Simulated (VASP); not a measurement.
# CO2 (I-42d) in VASP: further runs

Aim: see how the results for CO2 move with the level of theory and the settings. Levels: LDA, PBEsol. Tasks: single point.

Everything below comes from runs of VASP 6.6.1. Logs are shortened: lines on timing, memory, paths and dates and some standing lists are left out, and cuts for length are marked.

### Step 1. The cell of the first run

It takes space group I-42d (No. 122, tetragonal). Conventional cell: a = 3.869 Å, b = 3.869 Å, c = 5.894 Å, α = 90.00°, β = 90.00°, γ = 90.00°. C (site symmetry -4) has 4 O at 1.38 Å within 1.8 Å. O (site symmetry 2) has 2 C at 1.38 Å within 1.8 Å.

### Step 2. Single point, LDA

INCAR reads:

```
SYSTEM = CO2
  ALGO = Normal
  EDIFF = 1E-6
  ENCUT = 520
  ISIF = 2
  ISMEAR = -1
  LASPH = .TRUE.
  LCHARG = .TRUE.
  LELF = .TRUE.
  LREAL = .FALSE.
  LVHAR = .TRUE.
  LWAVE = .FALSE.
  NBANDS = 25
  NELM = 60
  PREC = Accurate
  SIGMA = 0.02
```

KPOINTS reads:

```
k-points
0
G
  8 8 8
  0 0 0
```

POSCAR reads:

```
CO2
1.0
   -1.9342995849      1.9342995849      2.9472328734
    1.9342995849     -1.9342995849      2.9472328734
    1.9342995849      1.9342995849     -2.9472328734
C O
2 4
Direct
    0.0000000000      0.0000000000      0.0000000000
    0.7500000000      0.2500000000      0.5000000000
    0.3750000000      0.2940869635      0.4190869635
    0.7059130365      0.1250000000      0.0809130365
    0.8750000000      0.9559130365      0.5809130365
    0.0440869635      0.6250000000      0.9190869635
```

Potentials or basis: VASP PAW LDA potentials, release 64 (C, O).

Started as:

```console
$ cat potpaw_LDA.64/C/POTCAR potpaw_LDA.64/O/POTCAR > POTCAR
$ mpirun -np 1 vasp_std > vasp.out
```

OUTCAR:

```text
SYSTEM = CO2
   EDIFF = 1E-6
   ENCUT = 520
   ISIF = 2
   ISMEAR = -1
   LASPH = .TRUE.
   LREAL = .FALSE.
   NELM = 60
   PREC = Accurate

 ion  position               nearest neighbor table
   1  0.000  0.000  0.000-   4 1.38   6 1.38   5 1.38   3 1.38
   2  0.750  0.250  0.500-   3 1.38   5 1.38   4 1.38   6 1.38
   3  0.375  0.294  0.419-   2 1.38   1 1.38
   4  0.706  0.125  0.081-   1 1.38   2 1.38
   5  0.875  0.956  0.581-   2 1.38   1 1.38
   6  0.044  0.625  0.919-   1 1.38   2 1.38

  LATTYP: Found a body centered tetragonal cell.
 ALAT       =     3.8685991698
 C/A-ratio  =     1.5236692891

  Lattice vectors:

 A1 = (  -1.9342995849,   1.9342995849,   2.9472328734)
 A2 = (   1.9342995849,  -1.9342995849,   2.9472328734)
 A3 = (   1.9342995849,   1.9342995849,  -2.9472328734)

Analysis of symmetry for initial positions (statically):
=====================================================================
 Subroutine PRICEL returns:
 Original cell was already a primitive cell.

 Routine SETGRP: Setting up the symmetry group for a
 body centered tetragonal supercell.

 Subroutine GETGRP returns: Found  8 space group operations
 (whereof  4 operations were pure point group operations)
 out of a pool of 16 trial point group operations.

The static configuration has the point symmetry S_4 .
 The point group associated with its full space group is D_2d.

Analysis of symmetry for dynamics (positions and initial velocities):
=====================================================================
 Subroutine PRICEL returns:
 Original cell was already a primitive cell.

 Routine SETGRP: Setting up the symmetry group for a
 body centered tetragonal supercell.

 Subroutine GETGRP returns: Found  8 space group operations
 (whereof  4 operations were pure point group operations)
 out of a pool of 16 trial point group operations.

The dynamic configuration has the point symmetry S_4 .
 The point group associated with its full space group is D_2d.

 Subroutine INISYM returns: Found  8 space group operations
 (whereof  4 operations are pure point group operations),
 and found     1 'primitive' translations

----------------------------------------------------------------------------------------

                                     Primitive cell

  volume of cell :      44.1085

  direct lattice vectors                    reciprocal lattice vectors
    -1.934299585  1.934299585  2.947232873     0.000000000  0.258491499  0.169650659
     1.934299585 -1.934299585  2.947232873     0.258491499  0.000000000  0.169650659
     1.934299585  1.934299585 -2.947232873     0.258491499  0.258491499  0.000000000

  length of vectors
     4.021095793  4.021095793  4.021095793     0.309191205  0.309191205  0.365562184

  position of ions in fractional coordinates (direct lattice)
     0.000000000  0.000000000  0.000000000
     0.750000000  0.250000000  0.500000000
     0.375000000  0.294086963  0.419086963
     0.705913037  0.125000000  0.080913037
     0.875000000  0.955913037  0.580913037
     0.044086963  0.625000000  0.919086963

  ion indices of the primitive-cell ions
   primitive index   ion index
                 1           1
                 2           2
                 3           3
                 4           4
                 5           5
                 6           6

----------------------------------------------------------------------------------------

 KPOINTS: k-points

Automatic generation of k-mesh.
 Grid dimensions read from file:
 generate k-points for:    8    8    8

 Generating k-lattice:

  Cartesian coordinates                     Fractional coordinates (reciprocal lattice)
     0.000000000  0.032311437  0.021206332     0.125000000  0.000000000 -0.000000000
     0.032311437  0.000000000  0.021206332     0.000000000  0.125000000 -0.000000000
     0.032311437  0.032311437  0.000000000     0.000000000  0.000000000  0.125000000

  Length of vectors
     0.038648901  0.038648901  0.045695273

  Shift w.r.t. Gamma in fractional coordinates (k-lattice)
     0.000000000  0.000000000  0.000000000

 Subroutine IBZKPT returns following result:
 ===========================================

 Found     59 irreducible k-points:

 Following reciprocal coordinates:
            Coordinates               Weight
  0.000000  0.000000  0.000000      1.000000
  0.125000  0.000000  0.000000      8.000000
  0.250000  0.000000  0.000000      8.000000
  0.375000  0.000000  0.000000      8.000000
  0.500000  0.000000  0.000000      4.000000
  0.125000  0.125000  0.000000      8.000000
[... 16 lines left out ...]
  0.250000  0.125000  0.125000     16.000000
  0.375000  0.125000  0.125000      8.000000
 [... further k-points ...]
   k-points           NKPTS =     59   k-points in BZ     NKDIM =     59   number of bands    NBANDS=     25
   number of dos      NEDOS =    301   number of ions     NIONS =      6
   total plane-waves  NPLWV =  27000
   dimension x,y,z NGX =    30 NGY =   30 NGZ =   30
   dimension x,y,z NGXF=    60 NGYF=   60 NGZF=   60
   ions per type =               2   4
   NGX,Y,Z   is equivalent  to a cutoff of  12.40, 12.40, 12.40 a.u.
   NGXF,Y,Z  is equivalent  to a cutoff of  24.81, 24.81, 24.81 a.u.
 SYSTEM =  CO2
   PREC   = accura    normal or accurate (medium, high low for compatibility)
   ISTART =      0    job   : 0-new  1-cont  2-samecut
   ICHARG =      2    charge: 1-file 2-atom 10-const
   ISPIN  =      1    spin polarized calculation?
   LNONCOLLINEAR =      F non collinear calculations
   LSORBIT =      F    spin-orbit coupling
   LASPH  =      T    aspherical Exc in radial PAW
   ENCUT  =  520.0 eV  38.22 Ry    6.18 a.u.   7.48  7.48  7.48*2*pi/ulx,y,z
   NELM   =     60;   NELMIN=  2; NELMDL= -5     # of ELM steps
   EDIFF  = 0.1E-05   stopping-criterion for ELM
   LREAL  =      F    real-space projection
[... 7 lines left out ...]
   TEBEG  =    0.0;   TEEND  =   0.0 temperature during run
   PSTRESS=    0.0 pullay stress
   NELECT =      32.0000    total number of electrons
   NUPDOWN=      -1.0000    fix difference up-down
   EMIN   =  10.00;   EMAX   =-10.00  energy-range for DOS
   EFERMI =   0.00;   METHOD = LEGACY
   ISMEAR =    -1;   SIGMA  =   0.02  broadening in eV -4-tet -1-fermi 0-gaus
   EFERMI_NEDOS =   21; number of points for ismear=-14 and -15
   IALGO  =     38    algorithm
   IMIX   =      4    mixing-type and parameters
     AMIX     =   0.40;   BMIX     =  1.00
     AMIX_MAG =   1.60;   BMIX_MAG =  1.00
  volume/ion in A,a.u.               =       7.35        49.61
  Fermi-wavevector in a.u.,A,eV,Ry     =   1.471016  2.779818 29.441501  2.163889
  Thomas-Fermi vector in A             =   2.586203
   LORBIT       =      0    0 simple, 1 ext, 2 COOP (PROOUT), +10 PAW based schemes
   GGA     = CA    functional components
   LHFCALC =     F    Hartree Fock is set to
   AEXX    =    0.0000 exact exchange contribution
   IVDW    =     0    specifies the selected vdW correction
   LEPSILON=     F    determine dielectric tensor
   LRPA    =     F    only Hartree local field effects (RPA)
 non-spin polarized calculation
  energy-cutoff  :      520.00
  volume of cell :       44.11
 maximum number of plane-waves:      1216
 NGX is ok and might be reduce to    30
   NGX = 15   NGY = 15   NGZ = 15

 number of electron      31.9999985 magnetization

 Free energy of the ion-electron system (eV)
  ---------------------------------------------------
  ext. energy  EPLUGINS =         0.00000000
  ---------------------------------------------------
  free energy    TOTEN  =       -49.09973365 eV

  energy without entropy =      -49.09973365  energy(sigma->0) =      -49.09973365

 E-fermi :   3.0503     XC(G=0): -12.0389

 val. band max:        2.6654586386   @ k =   0.5000   0.0000   0.0000
 cond. band min:      10.1821689890   @ k =   0.0000   0.0000   0.0000
 fundamental gap:      7.5167103504
 Fermi energy:         3.0502577080

 k-point     1 :       0.0000    0.0000    0.0000
  band No.  band energies     occupation
      1     -21.7512      2.00000
      2     -16.3018      2.00000
      3     -16.3018      2.00000
      4     -15.5870      2.00000
      5     -12.1295      2.00000
      6      -7.4761      2.00000
[... 17 lines left out ...]
     24      17.9165      0.00000
     25      17.9165      0.00000

 k-point     2 :       0.1250    0.0000    0.0000
  band No.  band energies     occupation
      1     -21.6431      2.00000
      2     -16.5632      2.00000
      3     -16.3340      2.00000
      4     -15.7401      2.00000
      5     -11.7851      2.00000
      6      -7.4524      2.00000
[... 17 lines left out ...]
     24      17.8782      0.00000
     25      18.1029      0.00000

 k-point     3 :       0.2500    0.0000    0.0000
  band No.  band energies     occupation
      1     -21.3383      2.00000
      2     -17.2977      2.00000
      3     -16.3982      2.00000
      4     -15.9089      2.00000
      5     -11.1169      2.00000
      6      -7.4121      2.00000
[... 17 lines left out ...]
     24      17.6043      0.00000
     25      18.2198      0.00000

 k-point     4 :       0.3750    0.0000    0.0000
  band No.  band energies     occupation
      1     -20.9246      2.00000
      2     -18.0957      2.00000
      3     -16.4463      2.00000
      4     -16.0206      2.00000
      5     -10.5952      2.00000
      6      -7.3389      2.00000
[... 17 lines left out ...]
     24      17.3234      0.00000
     25      17.9578      0.00000

 k-point     5 :       0.5000    0.0000    0.0000
  band No.  band energies     occupation
      1     -20.6847      2.00000
      2     -18.4796      2.00000
      3     -16.4615      2.00000
      4     -16.0658      2.00000
      5     -10.4147      2.00000
      6      -7.2928      2.00000
[... 17 lines left out ...]
     24      17.3043      0.00000
     25      17.9278      0.00000

 k-point     6 :       0.1250    0.1250    0.0000
  band No.  band energies     occupation
      1     -21.4694      2.00000
      2     -16.9355      2.00000
      3     -16.3948      2.00000
      4     -15.9394      2.00000
      5     -11.2944      2.00000
      6      -7.5219      2.00000
[... 17 lines left out ...]
     24      17.8352      0.00000
     25      18.0434      0.00000
[... 393 lines left out ...]
 k-point    21 :       0.5000    0.5000    0.0000
  band No.  band energies     occupation
      1     -19.6153      2.00000
      2     -19.6153      2.00000
      3     -16.4224      2.00000
      4     -16.4224      2.00000
      5      -9.1880      2.00000
      6      -9.1880      2.00000
[... 17 lines left out ...]
     24      17.4408      0.00000
     25      18.0038      0.00000

 k-point    22 :       0.1250    0.1250    0.1250
  band No.  band energies     occupation
      1     -21.0598      2.00000
      2     -17.7883      2.00000
      3     -16.4805      2.00000
      4     -15.9957      2.00000
      5     -10.6866      2.00000
      6      -7.9552      2.00000
[... 17 lines left out ...]
     24      17.6480      0.00000
     25      18.4220      0.00000

 k-point    23 :       0.2500    0.1250    0.1250
  band No.  band energies     occupation
      1     -20.6437      2.00000
      2     -18.4325      2.00000
      3     -16.5440      2.00000
      4     -16.1268      2.00000
      5     -10.1764      2.00000
      6      -7.9801      2.00000
[... 17 lines left out ...]
     24      17.4625      0.00000
     25      17.9199      0.00000

 k-point    24 :       0.3750    0.1250    0.1250
  band No.  band energies     occupation
      1     -20.3871      2.00000
      2     -18.7805      2.00000
      3     -16.5625      2.00000
      4     -16.1834      2.00000
      5      -9.9677      2.00000
      6      -7.9496      2.00000
[... 17 lines left out ...]
     24      17.2657      0.00000
     25      18.0011      0.00000

 [... further k-points ...]

------------------------ aborting loop because EDIFF is reached ----------------------------------------

  FORCE on cell =-STRESS in cart. coord.  units (eV):
  Direction    XX          YY          ZZ          XY          YZ          ZX
  --------------------------------------------------------------------------------------
  -------------------------------------------------------------------------------------
  Total        0.7242426      0.7242426      0.6127575      0.0000000      0.0000000      0.0000000
  in kB       26.3070844     26.3070844     22.2575476      0.0000000      0.0000000      0.0000000
  external PRESSURE =      24.9572388 kB  Pullay stress =       0.0000000 kB

 VOLUME and BASIS-vectors are now :
 -----------------------------------------------------------------------------
  energy-cutoff  :      520.00
  volume of cell :       44.11
      direct lattice vectors                 reciprocal lattice vectors
    -1.934299585  1.934299585  2.947232873     0.000000000  0.258491499  0.169650659
     1.934299585 -1.934299585  2.947232873     0.258491499  0.000000000  0.169650659
     1.934299585  1.934299585 -2.947232873     0.258491499  0.258491499  0.000000000

 POSITION                                       TOTAL-FORCE (eV/Angst)
 -----------------------------------------------------------------------------------
      0.00000      0.00000      0.00000        -0.000000      0.000000     -0.000000
     -0.00000      1.93430      1.47362        -0.000000      0.000000     -0.000000
      0.65413      0.96715      0.73681         0.141175      0.000000      0.000000
     -0.96715      1.28017      2.21042        -0.000000     -0.141175      0.000000
      1.28017      0.96715      3.68404        -0.141175      0.000000      0.000000
      2.90145      0.65413     -0.73681        -0.000000      0.141175      0.000000
 -----------------------------------------------------------------------------------
    total drift:                               -0.000001     -0.000001     -0.000001

  FREE ENERGIE OF THE ION-ELECTRON SYSTEM (eV)
  ---------------------------------------------------
  free  energy   TOTEN  =       -49.0997336513 eV

  energy  without entropy=      -49.0997336513  energy(sigma->0) =      -49.09973365
```

Wall time 38 s (1 thread of AMD EPYC 9R45 (Zen 5), shared host); peak memory 0.14 GiB.

What came out:

```
Free energy            : -49.0997 eV
Pressure               : 2.5 GPa
Largest force          : 0.141 eV/Å
Band gap on the k mesh : 7.52 eV, indirect (least direct gap 8.00 eV)
```

Forces in eV/Å, atoms in the order of the input:
```
C    0.000  0.000  0.000
C    0.000  0.000  0.000
O    0.141  0.000  0.000
O    0.000 -0.141  0.000
O   -0.141  0.000  0.000
O    0.000  0.141  0.000
```

Levels at points of the mesh, in eV from the valence-band top:
```tsv
k point	band 12	band 13	band 14	band 15	band 16	band 17	band 18	band 19	band 20	band 21
(0.00, 0.00, 0.00)	-1.38	-1.38	-0.94	-0.94	-0.49	7.52	9.57	9.57	9.93	12.38
(0.50, 0.00, 0.00)	-2.36	-1.86	-1.56	-0.49	0.00	8.44	9.73	10.23	10.52	12.62
(0.50, 0.50, 0.00)	-2.80	-0.71	-0.71	-0.56	-0.56	9.29	9.29	10.17	10.17	11.75
(0.50, 0.50, 0.50)	-3.13	-2.97	-2.97	-0.07	-0.07	8.95	8.95	11.07	11.07	11.73
```

### Step 3. Single point, PBEsol

This run uses another cell than the first one, of 7.60 Å³/atom, 1.033 times its volume.

INCAR reads:

```
PREC = Accurate
ENCUT = 520
EDIFF = 1E-6
ISMEAR = -1
SIGMA = 0.02
LREAL = F
LASPH = T
NELM = 80
ALGO = Normal
ISIF = 2
LWAVE = F
LCHARG = T
GGA = PS
LELF = T
LVHAR = T
NBANDS = 25
```

KPOINTS reads:

```
Automatic mesh
0
Gamma
  8 8 8
```

POSCAR reads:

```
CO2
1.0
   -1.9594671831      1.9594671831      2.9672572673
    1.9594671831     -1.9594671831      2.9672572673
    1.9594671831      1.9594671831     -2.9672572673
C O
2 4
Direct
    0.0000000000      0.0000000000      0.0000000000
    0.7500000000      0.2500000000      0.5000000000
    0.3750000000      0.2922130776      0.4172130776
    0.7077869224      0.1250000000      0.0827869224
    0.8750000000      0.9577869224      0.5827869224
    0.0422130776      0.6250000000      0.9172130776
```

Potentials or basis: VASP PAW PBE potentials, release 64 (C, O).

Started as:

```console
$ cat potpaw_PBE.64/C/POTCAR potpaw_PBE.64/O/POTCAR > POTCAR
$ mpirun -np 1 vasp_std > vasp.out
```

Run time: 39 s. Hardware: 1 thread of AMD EPYC 9R45 (Zen 5), shared host; peak memory 0.16 GiB.

It converged, with:

```
Free energy            : -46.1075 eV
Pressure               : 1.7 GPa
Largest force          : 0.098 eV/Å
Band gap on the k mesh : 7.58 eV, indirect (least direct gap 8.02 eV)
```

Forces in eV/Å, atoms in the order of the input:
```
C    0.000  0.000  0.000
C    0.000  0.000  0.000
O    0.098  0.000  0.000
O    0.000 -0.098  0.000
O   -0.098  0.000  0.000
O    0.000  0.098  0.000
```

Stress tensor (GPa, compression positive):
```
1.83 0.00 0.00
0.00 1.83 0.00
0.00 0.00 1.57
```

Levels at points of the mesh, in eV from the valence-band top:
```
           k point  band 14  band 15  band 16  band 17  band 18  band 19
(0.00, 0.00, 0.00)    -0.90    -0.90    -0.45     7.58     9.42     9.42
(0.50, 0.00, 0.00)    -1.45    -0.45     0.00     8.32     9.60     9.83
(0.50, 0.50, 0.00)    -0.68    -0.54    -0.54     9.05     9.05    10.00
(0.50, 0.50, 0.50)    -2.91    -0.04    -0.04     8.90     8.90    10.85
```

Caveat: the PAW data sets were made with another functional, which shifts forces and pressure a little.
